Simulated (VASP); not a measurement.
Runs of VASP 6.6.1 on Sr. The structure is that of space group Im-3m (No. 229), or close to it. The cells are those of the table. 

```tsv
cell	gap on the mesh (eV)	pressure (GPa)
a = 4.135 Å, angles 109.5°, 1 atom	none	-0.1
a = 4.041, b = 4.039, c = 4.039 Å, angles 108.3, 108.9, 111.2°, 1 atom	none	0.8
a = 4.393 Å, angles 109.5°, 1 atom	none	(b)
a = 4.269 Å, angles 109.5°, 1 atom	none	-1.0
a = 4.163 Å, angles 109.5°, 1 atom	none	(a)
```

Alike in all rows: task single point; level PBE; potentials or basis VASP PAW PBE potentials, release 64 (Sr_sv); no spin polarisation; k mesh 12 × 12 × 12; cutoff (eV) 520; smearing gaussian 0.1 eV.

Task: Fill in the values left out.

Result: (a) -0.3; (b) -1.6.

A k mesh can miss the band edges, and the runs leave out spin-orbit coupling on Sr.

A gap of «none» marks levels without a gap at the run's occupations.
